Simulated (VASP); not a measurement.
Set up this calculation in VASP 6.6.1, as the native input.

* Task: density of states
* Functional: PBE
* Potentials or basis: VASP PAW PBE potentials, release 64 (C)
* Cutoff: 520 eV
* k mesh: 9 × 9 × 9
* Occupations: gaussian, width 0.01 eV
* Spin: no spin polarisation
* Dipole correction: no
* k mesh for the DOS: 14 × 14 × 14
* Occupations for the DOS: tetrahedron
* Further INCAR settings: ALGO = Normal; EDIFF = 1e-07; NBANDS = 11

The system is C.

```
C
1.0
     2.52207    0.00000    0.00000
     1.26103    2.18417    0.00000
     1.26103    0.72806    2.05926
C
2
Direct
  0.00000 0.00000 0.00000
  0.25000 0.25000 0.25000
```

The input as run:

POSCAR

```
C
1.0
    2.5220660000      0.0000000000      0.0000000000
    1.2610330000      2.1841732260      0.0000000000
    1.2610330000      0.7280577420      2.0592582659
C
2
Direct
    0.0000000000      0.0000000000      0.0000000000
    0.2500000000      0.2500000000      0.2500000000
```

INCAR.step1

```
PREC     = Accurate       # precision mode
ENCUT    = 520            # plane-wave cutoff, eV
EDIFF    = 1E-7           # SCF threshold, eV
ISMEAR   = 0              # smearing method
SIGMA    = 0.01           # smearing width, eV
LREAL    = F              # projectors in reciprocal space
LASPH    = T              # aspherical terms in the spheres
NELM     = 100            # most SCF steps
ALGO     = Normal         # electronic algorithm
ISIF     = 2              # what is computed and relaxed
LWAVE    = F              # write WAVECAR
LCHARG   = T              # write CHGCAR
GGA      = PE             # functional
NBANDS   = 11             # bands
```

KPOINTS.step1

```
regular mesh
0
Gamma
  9 9 9
```

INCAR.step2

```
PREC     = Accurate       # precision mode
ENCUT    = 520            # plane-wave cutoff, eV
EDIFF    = 1E-7           # SCF threshold, eV
ISMEAR   = -5             # smearing method
SIGMA    = 0.01           # smearing width, eV
LREAL    = F              # projectors in reciprocal space
LASPH    = T              # aspherical terms in the spheres
NELM     = 100            # most SCF steps
ALGO     = Normal         # electronic algorithm
ISIF     = 2              # what is computed and relaxed
LWAVE    = F              # write WAVECAR
LCHARG   = F              # write CHGCAR
GGA      = PE             # functional
LORBIT   = 11             # projections on sites
NBANDS   = 11             # bands
NEDOS    = 2001           # points of the DOS
ICHARG   = 11             # starting density
```

KPOINTS.step2

```
regular mesh
0
Gamma
  14 14 14
```

Potentials or basis: VASP PAW PBE potentials, release 64 (C).

Launch:

```sh
$ cat potpaw_PBE.64/C/POTCAR > POTCAR
$ cp INCAR.step1 INCAR
$ cp KPOINTS.step1 KPOINTS
$ mpirun -np 1 vasp_std > vasp.out
$ cp INCAR.step2 INCAR
$ cp KPOINTS.step2 KPOINTS
$ mpirun -np 1 vasp_std > vasp.out
```

Results of the run:

The valence electrons inside the program's atomic spheres are C 2.58.

Run time: 11 s on 1 thread of AMD EPYC 7R13, on a shared host, peak memory 0.09 GiB.
